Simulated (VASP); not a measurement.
Here is a VASP 6.6.1 calculation.

INCAR

```
ALGO = Normal ; EDIFF = 1E-7
ENCUT = 520 ; GGA = PE
ISIF = 2 ; ISMEAR = 0
IVDW = 12 ; LASPH = T
LCHARG = F ; LREAL = Auto
LWAVE = F ; NBANDS = 51
NELM = 100 ; PREC = Accurate
SIGMA = 0.1
```

File KPOINTS:

```
k-points
0
Gamma
  5 5 5
```

File POSCAR:

```
C
1.0
    3.6971071442     -2.1345258049     -3.5674261305
   -3.6971071441     -2.1345258049     -3.5674261305
   -0.0000000001      4.2690516098     -3.5674261305
C
18
Direct
    0.2222222222      0.5555555556      0.2222222222
    0.8888888889      0.5555555556      0.5555555556
    0.5555555556      0.2222222222      0.2222222222
    0.5555555556      0.5555555556      0.8888888889
    0.2222222222      0.2222222222      0.5555555556
    0.8888888889      0.8888888889      0.2222222222
    0.8888888889      0.2222222222      0.8888888889
    0.5555555556      0.8888888889      0.5555555556
    0.2222222222      0.8888888889      0.8888888889
    0.4444444444      0.4444444444      0.1111111111
    0.1111111111      0.4444444444      0.4444444444
    0.7777777778      0.1111111111      0.1111111111
    0.7777777778      0.4444444444      0.7777777778
    0.4444444444      0.1111111111      0.4444444444
    0.1111111111      0.7777777778      0.1111111111
    0.1111111111      0.1111111111      0.7777777778
    0.7777777778      0.7777777778      0.4444444444
    0.4444444444      0.7777777778      0.7777777778
```

Potentials or basis: VASP PAW PBE potentials, release 64 (C).

The run is started by

```sh
$ cat potpaw_PBE.64/C/POTCAR > POTCAR
$ mpirun -np 1 vasp_std > vasp.out
```

(1) Estimate the dispersion energy per atom.

(2) What does it give for the band gap on the k mesh?

Results:

(1) -0.145 eV.

(2) zero (band 36 reaches 4.66 eV, above the bottom of band 37 at 3.81 eV).
